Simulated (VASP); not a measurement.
Input of a VASP 6.6.1 run:

Contents of POSCAR:

```
HfO2
1.0
    5.0283124298      0.0000000000      0.0000000000
    0.0000000000      5.0283124298      0.0000000000
    0.0000000000      0.0000000000      3.2795877620
Hf O
2 4
Direct
    0.0000000000      0.0000000000      0.0000000000
    0.5000000000      0.5000000000      0.5000000000
    0.1925161658      0.8074838342      0.5000000000
    0.3074838342      0.3074838342      0.0000000000
    0.6925161658      0.6925161658      0.0000000000
    0.8074838342      0.1925161658      0.5000000000
```

File INCAR.step1:

```
PREC = Accurate
ENCUT = 520
ISMEAR = 0
SIGMA = 0.02
LREAL = False
LASPH = True
NELM = 100
NBANDS = 31
GGA = PE
ALGO = Normal
EDIFF = 1E-4
LWAVE = True
LCHARG = False
```

File INCAR.step2:

```
PREC = Accurate
ENCUT = 520
EDIFF = 1E-6
ISMEAR = 0
SIGMA = 0.02
LREAL = False
LASPH = True
NELM = 100
ALGO = Normal
ISIF = 2
LWAVE = False
LCHARG = True
METAGGA = R2SCAN
LMIXTAU = True
LELF = True
LVHAR = True
NBANDS = 31
ISTART = 1
```

KPOINTS

```
Automatic mesh
0
Gamma
  6 6 8
```

Potentials or basis: VASP PAW PBE potentials, release 64 (Hf_pv, O).

The run is started by

```sh
$ cat potpaw_PBE.64/Hf_pv/POTCAR potpaw_PBE.64/O/POTCAR > POTCAR
$ cp INCAR.step1 INCAR
$ mpirun -np 1 vasp_std > vasp.out
$ cp INCAR.step2 INCAR
$ mpirun -np 1 vasp_std > vasp.out
```

(1) Estimate the largest force.

(2) Estimate the band gap on the k mesh.

(3) What does it give for the pressure?

Results:

(1) 0.075 eV/Å.

(2) 4.22 eV.

(3) -19.7 GPa.

Caveat: the cell stands under tension; the PAW data sets were made with another functional, which shifts forces and pressure a little; spin-orbit coupling is left out, which moves the levels of the heavy elements.
